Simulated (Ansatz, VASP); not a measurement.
This is a calculation of Re for VASP 6.6.1.

Contents of INCAR:

```
ALGO = Normal ; EDIFF = 1E-6
ENCUT = 600 ; GGA = PE
GGA_COMPAT = False ; ISIF = 2
ISMEAR = -1 ; LASPH = True
LCHARG = False ; LREAL = False
LWAVE = False ; NBANDS = 14
NELM = 120 ; PREC = Accurate
SIGMA = 0.05
```

File KPOINTS:

```
k-points
0
Gamma
  11 11 6
```

File POSCAR:

```
Re
1.0
    2.7608000000      0.0000000000      0.0000000000
   -1.3804000000      2.3909229348      0.0000000000
    0.0000000000      0.0000000000      4.3690360000
Re
2
Direct
    0.6666666667      0.3333333333      0.7500000000
    0.3333333333      0.6666666667      0.2500000000
```

Potentials or basis: VASP PAW PBE potentials, release 64 (Re).

Run with:

```console
$ cat potpaw_PBE.64/Re/POTCAR > POTCAR
$ mpirun -np 1 vasp_std > vasp.out
```

Translate it to Ansatz 0.2.0. Potentials there: all-electron LAPW, scalar-relativistic.

As run (the cutoff follows the program's own potentials):

File input.yaml:

```yaml
crystal:
  lattice:
    - [2.7608, 0.0, 0.0]
    - [-1.3804, 2.3909229348, 0.0]
    - [0.0, 0.0, 4.369036]
  atoms:
    - { symbol: Re, position: [0.6666666667, 0.3333333333, 0.75] }
    - { symbol: Re, position: [0.3333333333, 0.6666666667, 0.25] }
kpoints:
  mp_grid: { grid: [11, 11, 6] }
scf:
  occupations: { method: fermi_dirac, width: 0.05 }
hamiltonian:
  xc: pbe
  pseudopotentials: { kind: all_electron, lapw: { basis_error: 0.001 } }
output:
  forces: true
  stress: true
  eigenvalues: true
```

Potentials or basis: all-electron LAPW, scalar-relativistic.

Command:

```sh
$ ansatz run input.yaml --threads 1 --pin off --max-ram 3072MiB --backend cpu --events-out ev --progress --plain --runs-dir out
```

Both were run:

|  | VASP | Ansatz | Ansatz less VASP |
| --- | --- | --- | --- |
| gap on the k mesh at the Fermi level (eV) | none | none | - |
| pressure (GPa) | 14.3 | 14.5 | +0.21 |
| traceless stress, the component that is largest in VASP (GPa) | 6.89 | 7.09 | +0.205 |

A gap of «none» marks a metal or a gap that the smearing closes. Ansatz ran all-electron here, and VASP with PAW potentials.

Neither program's run includes spin-orbit coupling.
